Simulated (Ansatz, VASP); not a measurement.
## KBr: VASP beside Ansatz

INCAR

```
  PREC = Accurate
  ENCUT = 520
  EDIFF = 1E-7
  ISMEAR = 0
  SIGMA = 0.02
  LREAL = False
  LASPH = True
  NELM = 80
  ALGO = Normal
  ISIF = 2
  LWAVE = False
  LCHARG = False
  GGA = PE
  NBANDS = 15
```

KPOINTS

```
Automatic mesh
0
Gamma
  6 6 6
```

POSCAR

```
KBr
1.0
    0.0000000000      3.4607687389      3.4607687389
    3.4607687389      0.0000000000      3.4607687389
    3.4607687389      3.4607687389      0.0000000000
K Br
1 1
Direct
    0.5000000000      0.5000000000      0.5000000000
    0.0000000000      0.0000000000      0.0000000000
```

Input for Ansatz:

```yaml
crystal:
  lattice:
    - [0.0, 3.4607687389, 3.4607687389]
    - [3.4607687389, 0.0, 3.4607687389]
    - [3.4607687389, 3.4607687389, 0.0]
  atoms:
    - { symbol: K, position: [0.5, 0.5, 0.5] }
    - { symbol: Br, position: [0.0, 0.0, 0.0] }
basis:
  ecutwfc: 420
kpoints:
  mp_grid: { grid: [6, 6, 6] }
hamiltonian:
  xc: pbe
scf:
  occupations: { method: gaussian, width: 0.02 }
output:
  forces: true
  stress: true
  eigenvalues: true
```

Alike in both runs: task single point; functional PBE; k mesh 6 × 6 × 6; occupations gaussian, width 0.02 eV; no spin polarisation.

|  | VASP | Ansatz |
| --- | --- | --- |
| version | VASP 6.6.1 | Ansatz 0.2.0 |
| potentials or method | VASP PAW PBE potentials, release 64 (K_sv, Br), cutoff 520 eV | scalar-relativistic, plane waves, PAW |
| valence electrons in the cell | 16 | 16 |

|  | VASP | Ansatz | Ansatz less VASP |
| --- | --- | --- | --- |
| gap on the k mesh at the Fermi level (eV) | 4.08 | 4.08 | +0.001 |
| least direct gap on the mesh (eV) | 4.08 | 4.08 | +0.001 |
| pressure (GPa) | -1.0 | -1.0 | -0.01 |

The functional is the same, so the differences come from potentials, cutoffs and numerics.
